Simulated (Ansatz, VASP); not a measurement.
# TaN: VASP beside Ansatz

File INCAR:

```
SYSTEM = TaN
ALGO = Normal ; EDIFF = 1E-6
ENCUT = 520 ; GGA = PE
ISIF = 2 ; ISMEAR = -1
LASPH = .TRUE. ; LCHARG = .FALSE.
LREAL = .FALSE. ; LWAVE = .FALSE.
NBANDS = 15 ; NELM = 60
PREC = Accurate ; SIGMA = 0.05
```

Contents of KPOINTS:

```
k-points
0
G
  11 11 11
  0 0 0
```

POSCAR

```
TaN
1.0
    0.0000000000      2.2321671800      2.2321671800
    2.2321671800      0.0000000000      2.2321671800
    2.2321671800      2.2321671800      0.0000000000
Ta N
1 1
Direct
    0.5000000000      0.5000000000      0.5000000000
    0.0000000000      0.0000000000      0.0000000000
```

Input for Ansatz:

```yaml
crystal:
  lattice:
    - [0.0, 2.232167180017651, 2.232167180017651]
    - [2.232167180017651, 0.0, 2.232167180017651]
    - [2.232167180017651, 2.232167180017651, 0.0]
  atoms:
    - { symbol: Ta, position: [0.5, 0.5, 0.5] }
    - { symbol: "N", position: [0.0, 0.0, 0.0] }
basis:
  ecutwfc: 489.804952427784
kpoints:
  mp_grid:
    grid: [11, 11, 11]
hamiltonian:
  pseudopotentials:
    kind: paw
scf:
  occupations:
    method: fermi_dirac
    width: 0.05
output:
  stress: true
```

Alike in both runs: task single point; functional PBE; k mesh 11 × 11 × 11; occupations fermi-dirac, width 0.05 eV; no spin polarisation.

|  | VASP | Ansatz |
| --- | --- | --- |
| version | VASP 6.6.1 | Ansatz 0.2.0 |
| potentials or method | VASP PAW PBE potentials, release 64 (Ta_pv, N), cutoff 520 eV | plane waves, PAW |
| valence electrons in the cell | 16 | 18 |

|  | VASP | Ansatz | Ansatz less VASP |
| --- | --- | --- | --- |
| pressure (GPa) | -9.1 | -9.8 | -0.69 |

VASP's potentials hold 16 valence electrons a cell and Ansatz's 18, so a difference there can come from the potentials and not from the codes.

Neither program's run includes spin-orbit coupling.
